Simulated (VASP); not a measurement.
# Cu (P6_3/mmc) in VASP: notebook

Runs on Cu. Level: LDA. Tasks: single point.

All numbers are computed with VASP 6.6.1; they aren't measurements. Logs are shortened: lines on timing, memory, paths and dates and some standing lists are left out, and cuts for length are marked.

## 1. The cell of the first run

Symmetry: P6_3/mmc, No. 194, hexagonal system. Conventional cell: a = 2.534 Å, b = 2.534 Å, c = 4.030 Å, α = 90.00°, β = 90.00°, γ = 120.00°. Within 3.3 Å of Cu (site symmetry -6m2) lie 12 Cu at 2.49 to 2.53 Å.

## 2. Single point, LDA (strain -0.0200 x Voigt [0, 0, 1, 0, 0, 0])

INCAR reads:

```
SYSTEM = Cu
PREC = Accurate ; ENCUT = 520
EDIFF = 1E-6 ; ISMEAR = 0
SIGMA = 0.15 ; LREAL = .FALSE.
LASPH = .TRUE. ; NELM = 80
ALGO = Fast ; ISIF = 2
LWAVE = .FALSE. ; LCHARG = .FALSE.
NBANDS = 18
```

KPOINTS reads:

```
regular mesh
0
G
  21 21 12
  0 0 0
```

POSCAR reads:

```
Cu
1.0
    2.5340966698      0.0000000000      0.0000000000
   -1.2670483349      2.1945920917      0.0000000000
    0.0000000000      0.0000000000      4.0303195800
Cu
2
Direct
    0.3333333333      0.6666666667      0.2500000000
    0.6666666667      0.3333333333      0.7500000000
```

Potentials or basis: VASP PAW LDA potentials, release 64 (Cu).

Run with:

```console
> cat potpaw_LDA.64/Cu/POTCAR > POTCAR
> mpirun -np 1 vasp_std > vasp.out
```

OUTCAR:

```text
SYSTEM = Cu
   PREC = Accurate
   ENCUT = 520
   EDIFF = 1E-6
   ISMEAR = 0
   LREAL = .FALSE.
   LASPH = .TRUE.
   NELM = 80
   ISIF = 2

 ion  position               nearest neighbor table
   1  0.333  0.667  0.250-   2 2.49   2 2.49   2 2.49   2 2.49   2 2.49   2 2.49
   2  0.667  0.333  0.750-   1 2.49   1 2.49   1 2.49   1 2.49   1 2.49   1 2.49

  LATTYP: Found a hexagonal cell.
 ALAT       =     2.5340966698
 C/A-ratio  =     1.5904363981

  Lattice vectors:

 A1 = (   2.5340966698,   0.0000000000,   0.0000000000)
 A2 = (  -1.2670483349,   2.1945920917,   0.0000000000)
 A3 = (   0.0000000000,   0.0000000000,   4.0303195800)

Analysis of symmetry for initial positions (statically):
=====================================================================
 Subroutine PRICEL returns:
 Original cell was already a primitive cell.

 Routine SETGRP: Setting up the symmetry group for a
 hexagonal supercell.

 Subroutine GETGRP returns: Found 24 space group operations
 (whereof 12 operations were pure point group operations)
 out of a pool of 24 trial point group operations.

The static configuration has the point symmetry D_3d.
 The point group associated with its full space group is D_6h.

Analysis of symmetry for dynamics (positions and initial velocities):
=====================================================================
 Subroutine PRICEL returns:
 Original cell was already a primitive cell.

 Routine SETGRP: Setting up the symmetry group for a
 hexagonal supercell.

 Subroutine GETGRP returns: Found 24 space group operations
 (whereof 12 operations were pure point group operations)
 out of a pool of 24 trial point group operations.

The dynamic configuration has the point symmetry D_3d.
 The point group associated with its full space group is D_6h.

 Subroutine INISYM returns: Found 24 space group operations
 (whereof 12 operations are pure point group operations),
 and found     1 'primitive' translations

----------------------------------------------------------------------------------------

                                     Primitive cell

  volume of cell :      22.4139

  direct lattice vectors                    reciprocal lattice vectors
     2.534096670  0.000000000  0.000000000     0.394617937  0.227832772  0.000000000
    -1.267048335  2.194592092  0.000000000     0.000000000  0.455665544  0.000000000
     0.000000000  0.000000000  4.030319580     0.000000000  0.000000000  0.248119282

  length of vectors
     2.534096670  2.534096670  4.030319580     0.455665544  0.455665544  0.248119282

  position of ions in fractional coordinates (direct lattice)
     0.333333333  0.666666667  0.250000000
     0.666666667  0.333333333  0.750000000

  ion indices of the primitive-cell ions
   primitive index   ion index
                 1           1
                 2           2

----------------------------------------------------------------------------------------

 KPOINTS: regular mesh

Automatic generation of k-mesh.
 Grid dimensions read from file:
 generate k-points for:   21   21   12

 Generating k-lattice:

  Cartesian coordinates                     Fractional coordinates (reciprocal lattice)
     0.018791330  0.010849180  0.000000000     0.047619048  0.000000000  0.000000000
     0.000000000  0.021698359  0.000000000     0.000000000  0.047619048  0.000000000
     0.000000000  0.000000000  0.020676607     0.000000000  0.000000000  0.083333333

  Length of vectors
     0.021698359  0.021698359  0.020676607

  Shift w.r.t. Gamma in fractional coordinates (k-lattice)
     0.000000000  0.000000000  0.000000000

 Subroutine IBZKPT returns following result:
 ===========================================

 Found    336 irreducible k-points:

 Following reciprocal coordinates:
            Coordinates               Weight
  0.000000  0.000000  0.000000      1.000000
  0.047619 -0.000000  0.000000      6.000000
  0.095238  0.000000  0.000000      6.000000
  0.142857  0.000000  0.000000      6.000000
  0.190476  0.000000  0.000000      6.000000
  0.238095  0.000000  0.000000      6.000000
[... 16 lines left out ...]
  0.142857  0.095238  0.000000     12.000000
  0.190476  0.095238  0.000000     12.000000
 [... further k-points ...]
   k-points           NKPTS =    336   k-points in BZ     NKDIM =    336   number of bands    NBANDS=     18
   number of dos      NEDOS =    301   number of ions     NIONS =      2
   total plane-waves  NPLWV =  12000
   dimension x,y,z NGX =    20 NGY =   20 NGZ =   30
   dimension x,y,z NGXF=    40 NGYF=   40 NGZF=   60
   ions per type =               2
   NGX,Y,Z   is equivalent  to a cutoff of  13.12, 13.12, 12.37 a.u.
   NGXF,Y,Z  is equivalent  to a cutoff of  26.24, 26.24, 24.75 a.u.
 SYSTEM =  Cu
   PREC   = accura    normal or accurate (medium, high low for compatibility)
   ISTART =      0    job   : 0-new  1-cont  2-samecut
   ICHARG =      2    charge: 1-file 2-atom 10-const
   ISPIN  =      1    spin polarized calculation?
   LNONCOLLINEAR =      F non collinear calculations
   LSORBIT =      F    spin-orbit coupling
   LASPH  =      T    aspherical Exc in radial PAW
   ENCUT  =  520.0 eV  38.22 Ry    6.18 a.u.   4.71  4.71  7.49*2*pi/ulx,y,z
   NELM   =     80;   NELMIN=  2; NELMDL= -5     # of ELM steps
   EDIFF  = 0.1E-05   stopping-criterion for ELM
   LREAL  =      F    real-space projection
   EDIFFG = 0.1E-04   stopping-criterion for IOM
   NSW    =      0    number of steps for IOM
   IBRION =     -1    ionic relax: 0-MD 1-quasi-New 2-CG
   NFREE  =      0    steps in history (QN), initial steepest desc. (CG)
   ISIF   =      2    stress and relaxation
   ISYM   =      2    0-nonsym 1-usesym 2-fastsym
   POTIM  = 0.5000    time-step for ionic-motion
   TEBEG  =    0.0;   TEEND  =   0.0 temperature during run
   PSTRESS=    0.0 pullay stress
   NELECT =      22.0000    total number of electrons
   NUPDOWN=      -1.0000    fix difference up-down
   EMIN   =  10.00;   EMAX   =-10.00  energy-range for DOS
   EFERMI =   0.00;   METHOD = LEGACY
   ISMEAR =     0;   SIGMA  =   0.15  broadening in eV -4-tet -1-fermi 0-gaus
   EFERMI_NEDOS =   21; number of points for ismear=-14 and -15
   IALGO  =     68    algorithm
   IMIX   =      4    mixing-type and parameters
     AMIX     =   0.40;   BMIX     =  1.00
     AMIX_MAG =   1.60;   BMIX_MAG =  1.00
  volume/ion in A,a.u.               =      11.21        75.63
  Fermi-wavevector in a.u.,A,eV,Ry     =   1.626960  3.074509 36.014610  2.646999
  Thomas-Fermi vector in A             =   2.719834
   LORBIT       =      0    0 simple, 1 ext, 2 COOP (PROOUT), +10 PAW based schemes
   GGA     = CA    functional components
   LHFCALC =     F    Hartree Fock is set to
   AEXX    =    0.0000 exact exchange contribution
   IVDW    =     0    specifies the selected vdW correction
   LEPSILON=     F    determine dielectric tensor
   LRPA    =     F    only Hartree local field effects (RPA)
 non-spin polarized calculation
 RMM-DIIS sequential band-by-band and
 Gauss-broadening in eV      SIGMA  =   0.15
  energy-cutoff  :      520.00
  volume of cell :       22.41
 maximum number of plane-waves:       626
 NGX is ok and might be reduce to    20
   NGX =  9   NGY =  9   NGZ = 15

 number of electron      21.9999987 magnetization

 Free energy of the ion-electron system (eV)
  ---------------------------------------------------
  ext. energy  EPLUGINS =         0.00000000
  ---------------------------------------------------
  free energy    TOTEN  =        -9.38475062 eV

  energy without entropy =       -9.37690344  energy(sigma->0) =       -9.38082703

 E-fermi :   8.0092     XC(G=0): -13.4113

 val. band max:        8.0046496008   @ k =   0.4762   0.0476   0.0833
 cond. band min:       8.0103782928   @ k =   0.3810   0.1429   0.0000
 fundamental gap:      0.0057286920
 Fermi energy:         8.0091603694

 k-point     1 :       0.0000    0.0000    0.0000
  band No.  band energies     occupation
      1      -1.7407      2.00000
      2       2.6362      2.00000
      3       4.8335      2.00000
      4       4.8335      2.00000
      5       4.8686      2.00000
      6       5.0825      2.00000
[... 10 lines left out ...]
     17      31.6387      0.00000
     18      31.6871      0.00000

 k-point     2 :       0.0476   -0.0000    0.0000
  band No.  band energies     occupation
      1      -1.6658      2.00000
      2       2.6785      2.00000
      3       4.7479      2.00000
      4       4.8619      2.00000
      5       4.9462      2.00000
      6       5.0690      2.00000
[... 10 lines left out ...]
     17      32.4218      0.00000
     18      32.6017      0.00000

 k-point     3 :       0.0952    0.0000    0.0000
  band No.  band energies     occupation
      1      -1.4427      2.00000
      2       2.7994      2.00000
      3       4.6329      2.00000
      4       4.9453      2.00000
      5       5.0089      2.00000
      6       5.0641      2.00000
[... 10 lines left out ...]
     17      33.0668      0.00000
     18      33.2245      0.00000

 k-point     4 :       0.1429    0.0000    0.0000
  band No.  band energies     occupation
      1      -1.0767      2.00000
      2       2.9792      2.00000
      3       4.5061      2.00000
      4       4.8496      2.00000
      5       4.9584      2.00000
      6       5.0786      2.00000
[... 10 lines left out ...]
     17      31.3069      0.00000
     18      32.8697      0.00000

 k-point     5 :       0.1905    0.0000    0.0000
  band No.  band energies     occupation
      1      -0.5777      2.00000
      2       3.1804      2.00000
      3       4.3845      2.00000
      4       4.4955      2.00000
      5       4.8973      2.00000
      6       5.0693      2.00000
[... 10 lines left out ...]
     17      29.2115      0.00000
     18      31.1467      0.00000

 k-point     6 :       0.2381    0.0000    0.0000
  band No.  band energies     occupation
      1       0.0363      2.00000
      2       3.3425      2.00000
      3       4.1764      2.00000
      4       4.2986      2.00000
      5       4.8593      2.00000
      6       4.9766      2.00000
[... 10 lines left out ...]
     17      27.2036      0.00000
     18      29.4441      0.00000

 k-point     7 :       0.2857   -0.0000    0.0000
  band No.  band energies     occupation
      1       0.7336      2.00000
      2       3.4048      2.00000
      3       3.9097      2.00000
      4       4.2769      2.00000
      5       4.8739      2.00000
      6       4.8873      2.00000
[... 10 lines left out ...]
     17      25.7612      0.00000
     18      28.3606      0.00000

 k-point     8 :       0.3333   -0.0000    0.0000
  band No.  band energies     occupation
      1       1.4571      2.00000
      2       3.3703      2.00000
      3       3.6982      2.00000
      4       4.3158      2.00000
      5       4.8079      2.00000
      6       4.9459      2.00000
[... 10 lines left out ...]
     17      24.0968      0.00000
     18      27.8427      0.00000
[... 229 lines left out ...]
     17      21.7424      0.00000
     18      28.1923      0.00000

 k-point    20 :       0.4286    0.0476    0.0000
  band No.  band energies     occupation
      1       2.7651      2.00000
      2       3.1941      2.00000
      3       3.4122      2.00000
      4       4.5961      2.00000
      5       4.6746      2.00000
      6       4.9222      2.00000
[... 10 lines left out ...]
     17      20.6660      0.00000
     18      28.0707      0.00000

 k-point    21 :       0.4762    0.0476    0.0000
  band No.  band energies     occupation
      1       2.8881      2.00000
      2       3.1525      2.00000
      3       3.3872      2.00000
      4       4.6648      2.00000
      5       4.6651      2.00000
      6       4.9098      2.00000
[... 10 lines left out ...]
     17      20.4690      0.00000
     18      28.0319      0.00000

 k-point    22 :       0.0952    0.0952    0.0000
  band No.  band energies     occupation
      1      -0.8602      2.00000
      2       3.0797      2.00000
      3       4.4292      2.00000
      4       4.7064      2.00000
      5       4.9473      2.00000
      6       5.0533      2.00000
[... 10 lines left out ...]
     17      31.3490      0.00000
     18      31.5973      0.00000

 k-point    23 :       0.1429    0.0952    0.0000
  band No.  band energies     occupation
      1      -0.3672      2.00000
      2       3.2715      2.00000
      3       4.3001      2.00000
      4       4.4013      2.00000
      5       4.8997      2.00000
      6       4.9547      2.00000
[... 10 lines left out ...]
     17      29.8952      0.00000
     18      30.5593      0.00000

 k-point    24 :       0.1905    0.0952    0.0000
  band No.  band energies     occupation
      1       0.2389      2.00000
      2       3.4332      2.00000
      3       4.1217      2.00000
      4       4.1937      2.00000
      5       4.8642      2.00000
      6       4.8722      2.00000
[... 10 lines left out ...]
     17      28.2016      0.00000
     18      29.7694      0.00000

 [... further k-points ...]
[... 5 lines left out ...]
  --------------------------------------------------------------------------------------
  -------------------------------------------------------------------------------------
  Total       -0.8649315     -0.8649315     -0.0039995      0.0000000      0.0000000      0.0000000
  in kB      -61.8266647    -61.8266647     -0.2858917      0.0000000      0.0000000      0.0000000
  external PRESSURE =     -41.3130737 kB  Pullay stress =       0.0000000 kB

 VOLUME and BASIS-vectors are now :
 -----------------------------------------------------------------------------
  energy-cutoff  :      520.00
  volume of cell :       22.41
      direct lattice vectors                 reciprocal lattice vectors
     2.534096670  0.000000000  0.000000000     0.394617937  0.227832772  0.000000000
    -1.267048335  2.194592092  0.000000000     0.000000000  0.455665544  0.000000000
     0.000000000  0.000000000  4.030319580     0.000000000  0.000000000  0.248119282

 POSITION                                       TOTAL-FORCE (eV/Angst)
 -----------------------------------------------------------------------------------
     -0.00000      1.46306      1.00758        -0.000000     -0.000000      0.000000
      1.26705      0.73153      3.02274         0.000000      0.000000      0.000000
 -----------------------------------------------------------------------------------
    total drift:                               -0.000000      0.000000     -0.000000

  FREE ENERGIE OF THE ION-ELECTRON SYSTEM (eV)
  ---------------------------------------------------
  free  energy   TOTEN  =        -9.3847506160 eV

  energy  without entropy=       -9.3769034444  energy(sigma->0) =       -9.38082703
```

It took 49 s on 1 thread of Intel Xeon 6975P-C (Granite Rapids), shared host; peak memory 0.21 GiB.

Results:

```yaml
Free_energy: -9.3848 eV
Pressure: -4.1 GPa
Band_gap_on_the_k_mesh: zero (band 11 reaches 12.04 eV, above the bottom of band 12 at 5.95 eV)
```

Caveat: the cell differs from its parent crystal (strain -0.0200 x Voigt [0, 0, 1, 0, 0, 0]).

## 3. Single point, LDA (strain -0.0150 x Voigt [0, 0, 1, 0, 0, 0])

INCAR reads:

```
SYSTEM = Cu
PREC = Accurate
ENCUT = 520
EDIFF = 1E-6
ISMEAR = 0
SIGMA = 0.15
LREAL = .FALSE.
LASPH = .TRUE.
NELM = 100
ALGO = Fast
ISIF = 2
LWAVE = .FALSE.
LCHARG = .FALSE.
GGA = CA
NBANDS = 18
```

KPOINTS reads:

```
Automatic mesh
0
G
  21 21 12
  0 0 0
```

POSCAR, as its differences from that of step 2:

```diff
@@ -4,3 +4,3 @@
    -1.2670483349      2.1945920917      0.0000000000
-    0.0000000000      0.0000000000      4.0303195800
+    0.0000000000      0.0000000000      4.0508824350
 Cu
```

Potentials or basis: VASP PAW LDA potentials, release 64 (Cu).

Run with:

```console
> cat potpaw_LDA.64/Cu/POTCAR > POTCAR
> mpirun -np 1 vasp_std > vasp.out
```

Run time: 47 s. Hardware: 1 thread of Intel Xeon 6975P-C (Granite Rapids), shared host; peak memory 0.21 GiB.

Results (log left out):

```
Free energy            : -9.3844 eV
Pressure               : -4.9 GPa
Band gap on the k mesh : zero (band 11 reaches 11.99 eV, above the bottom of band 12 at 5.89 eV)
```

Stress tensor (GPa, compression positive):
```
-6.62  0.00  0.00
 0.00 -6.62  0.00
 0.00  0.00 -1.39
```

Levels at points of the mesh, in eV from the Fermi level:
```tsv
k point	band 7	band 8	band 9	band 10	band 11	band 12	band 13	band 14	band 15	band 16
(0.00, 0.00, 0.00)	-2.92	-2.69	-2.69	-1.81	-1.81	-0.91	4.27	21.55	21.86	21.86
(0.00, 0.00, 0.50)	-3.23	-3.23	-2.06	-2.06	-2.06	-2.06	13.40	13.40	22.25	22.25
```

Caveat: the cell differs from its parent crystal (strain -0.0150 x Voigt [0, 0, 1, 0, 0, 0]).
